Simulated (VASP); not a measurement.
Crystal: AlFe.

```xyz
2
Lattice="2.9100 0.0000 0.0000 0.0000 2.9100 0.0000 0.0000 0.0000 2.9100" Properties=species:S:1:pos:R:3 pbc="T T T"
Fe    1.4550    1.4550    1.4550
Al    0.0000    0.0000    0.0000
```

| Quantity | Value |
| --- | --- |
| Program | VASP 6.6.1 |
| Task | relaxation of cell and atoms |
| Functional | BLYP |
| Dispersion | D3(BJ) |
| Potentials or basis | VASP PAW PBE potentials, release 64 (Fe, Al) |
| Cutoff | 600 eV |
| k mesh | 9 × 9 × 9 |
| Occupations | fermi-dirac, width 0.05 eV |
| Spin | collinear spin, ferromagnetic start |
| Starting moments | [3.0, 0.0] μB |

At the start: pressure -13.7 GPa; volume 12.32 Å³/atom.

**Question.** How do energy, volume and symmetry change on relaxing?

**Answer.** Over 3 steps the energy falls by 47.6 meV/atom and the volume is 11.31 Å³/atom (-8.2 %); space group Pm-3m (No. 221, to 0.1 Å) before and after; moment 0.51 μB per cell.

The path:
| step | energy change (eV) | largest force (eV/Å) | pressure (GPa) | volume (Å³) |
| --- | --- | --- | --- | --- |
| 1 | 0.0000 | 0.0000 | -13.73 | 24.64 |
| 2 | -0.0242 | 0.0000 | 15.87 | 21.07 |
| 3 | -0.0952 | 0.0000 | -0.13 | 22.61 |

Final structure:
```
Fe Al
1.0
     2.82783    0.00000    0.00000
     0.00000    2.82783    0.00000
     0.00000    0.00000    2.82783
Fe Al
1 1
Direct
  0.50000 0.50000 0.50000
  0.00000 0.00000 0.00000
```

Caveat: the PAW data sets were made with another functional, which shifts forces and pressure a little.
